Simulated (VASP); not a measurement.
Runs of VASP 6.6.1 on C. The structure is that of space group Fd-3m (No. 227), or close to it. The cells are those of the table. 

```tsv
task	level	cell	cutoff (eV)	gap on the mesh (eV)	pressure (GPa)	relaxed volume (Å³/atom)
single point	revPBE+D3(BJ)	a = 2.513 Å, angles 60.0°, 2 atoms	520	4.15	(b)	-
relaxation of cell and atoms	r2SCAN+rVV10	relaxed from a = 2.522 Å, angles 60.0°, 2 atoms	600	4.31	0.0	5.63
single point	r2SCAN+rVV10	a = 2.516 Å, angles 60.0°, 2 atoms	520	4.31	1.2	-
single point	PBE+D4	a = 2.515 Å, angles 60.0°, 2 atoms	520	4.15	0.7	-
relaxation of cell and atoms	revPBE+D3(BJ)	relaxed from a = 2.522 Å, angles 60.0°, 2 atoms	600	4.15	0.0	(a)
```

Alike in all rows: potentials or basis VASP PAW PBE potentials, release 64 (C); no spin polarisation; k mesh 8 × 8 × 8; smearing gaussian 0.01 eV.

Q: Fill in the values left out.

A: (a) 5.61; (b) 0.6.

Caveats: the PAW data sets were made with another functional, which shifts forces and pressure a little (some runs).

A k mesh can miss the band edges.
